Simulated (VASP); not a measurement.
Wanted: the native input for a VASP 6.6.1 run.

* Task: single point
* Functional: r2SCAN
* Potentials or basis: VASP PAW PBE potentials, release 64 (Pt)
* Cutoff: 550 eV
* k mesh: 28 × 28 × 28
* Occupations: gaussian, width 0.15 eV
* Spin: no spin polarisation
* Dipole correction: no
* Further INCAR settings: ALGO = Normal; EDIFF = 1e-06; NBANDS = 11

The system is Pt.

```xyz
1
Lattice="-0.8274 1.6548 1.6548 1.6548 -0.8274 1.6548 1.6548 1.6548 -0.8274" Properties=species:S:1:pos:R:3 pbc="T T T"
Pt    0.0000    0.0000    0.0000
```

This isn't the form of Pt at room conditions, which is fcc.

This cell differs from its parent crystal: ratio of the length along [111] to the lengths across it x 0.5, volume and fractional coordinates fixed.

The input as run:

POSCAR

```
Pt
1.0
   -0.8273945133      1.6547890265      1.6547890265
    1.6547890265     -0.8273945133      1.6547890265
    1.6547890265      1.6547890265     -0.8273945133
Pt
1
Direct
    0.0000000000      0.0000000000      0.0000000000
```

INCAR.step1

```
PREC = Accurate
ENCUT = 550
ISMEAR = 0
SIGMA = 0.15
LREAL = False
LASPH = True
NELM = 120
NBANDS = 11
GGA = PE
ALGO = Normal
EDIFF = 1E-5
LWAVE = True
LCHARG = False
GGA_COMPAT = False
```

INCAR.step2

```
PREC = Accurate
ENCUT = 550
EDIFF = 1E-6
ISMEAR = 0
SIGMA = 0.15
LREAL = False
LASPH = True
NELM = 120
ALGO = Normal
ISIF = 2
LWAVE = False
LCHARG = True
METAGGA = R2SCAN
LMIXTAU = True
LELF = True
LVHAR = True
NBANDS = 11
ISTART = 1
GGA_COMPAT = False
```

KPOINTS

```
regular mesh
0
Gamma
  28 28 28
```

Potentials or basis: VASP PAW PBE potentials, release 64 (Pt).

Command:

```bash
$ cat potpaw_PBE.64/Pt/POTCAR > POTCAR
$ cp INCAR.step1 INCAR
$ mpirun -np 1 vasp_std > vasp.out
$ cp INCAR.step2 INCAR
$ mpirun -np 1 vasp_std > vasp.out
```

It gave:

The pressure is 44.1 GPa and the band gap on the k mesh is zero (bands 5 and 6 overlap by 4.37 eV).

Caveat: the cell stands under pressure; the PAW data sets were made with another functional, which shifts forces and pressure a little; spin-orbit coupling is left out, which moves the levels of the heavy elements.

It took 3.1 min on 1 thread of AMD EPYC 9R45 96-Core Processor (Zen 5), on a shared host, peak memory 0.2 GiB.
